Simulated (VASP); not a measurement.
A run of VASP 6.6.1 is set up as follows.

The input INCAR:

```
  PREC = Accurate
  ENCUT = 520
  EDIFF = 1E-6
  ISMEAR = 0
  SIGMA = 0.05
  LREAL = False
  LASPH = True
  NELM = 100
  ALGO = Normal
  ISIF = 2
  LWAVE = False
  LCHARG = False
  GGA = PE
  NBANDS = 21
```

KPOINTS

```
Automatic mesh
0
Gamma
  8 8 3
```

The input POSCAR:

```
Si
1.0
    2.7154700000     -2.7154700000      0.0000000000
    2.7154700000      0.0000000000     -2.7154700000
    6.5171280000      4.3447520000      5.4309400000
Si
6
Direct
    0.4500133333      0.6666666667      0.5416333333
    0.9166800000      0.0000000000      0.2083000000
   -0.0166533333      0.3333333333      0.8749666667
    0.3500133333      0.6666666667      0.7916333333
    0.8166800000      1.0000000000      0.4583000000
    0.2833466667      0.3333333333      0.1249666667
```

Potentials or basis: VASP PAW PBE potentials, release 64 (Si).

Command:

```sh
$ cat potpaw_PBE.64/Si/POTCAR > POTCAR
$ mpirun -np 1 vasp_std > vasp.out
```

Q: What does it give for the pressure?

A: 0.2 GPa.

Q: What does it give for the largest force?

A: 1.035 eV/Å.

Q: Estimate the band gap on the k mesh.

A: Zero (bands 12 and 13 overlap by 1.36 eV).

Forces on the atoms (eV/Å):
```
Si   0.022 -0.181 -0.202
Si  -0.009 -0.175  0.020
Si   0.916 -0.250  0.412
Si   0.009  0.175 -0.020
Si  -0.022  0.181  0.202
Si  -0.916  0.250 -0.412
```

Caveat: forces of over 1 eV/Å act on the atoms, so gaps and moduli don't describe the material at rest.
